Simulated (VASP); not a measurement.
A run of VASP 6.6.1 is set up as follows.

Contents of INCAR:

```
PREC     = Accurate       # precision mode
ENCUT    = 520            # plane-wave cutoff, eV
EDIFF    = 1E-6           # SCF threshold, eV
ISMEAR   = -1             # smearing method
SIGMA    = 0.1            # smearing width, eV
LREAL    = F              # projectors in reciprocal space
LASPH    = T              # aspherical terms in the spheres
NELM     = 100            # most SCF steps
ALGO     = Normal         # electronic algorithm
ISIF     = 2              # what is computed and relaxed
LWAVE    = F              # write WAVECAR
LCHARG   = F              # write CHGCAR
NBANDS   = 16             # bands
```

Contents of KPOINTS:

```
regular mesh
0
Gamma
  12 12 12
```

File POSCAR:

```
SnAs
1.0
    0.0000000000      2.7817846894      2.7817846894
    2.7817846894      0.0000000000      2.7817846894
    2.7817846894      2.7817846894      0.0000000000
Sn As
1 1
Direct
    0.0000000000      0.0000000000      0.0000000000
    0.5000000000      0.5000000000      0.5000000000
```

Potentials or basis: VASP PAW LDA potentials, release 64 (Sn_d, As).

Command:

```bash
$ cat potpaw_LDA.64/Sn_d/POTCAR potpaw_LDA.64/As/POTCAR > POTCAR
$ mpirun -np 1 vasp_std > vasp.out
```

**Question.** Predict the pressure.

**Answer.** 5.3 GPa.
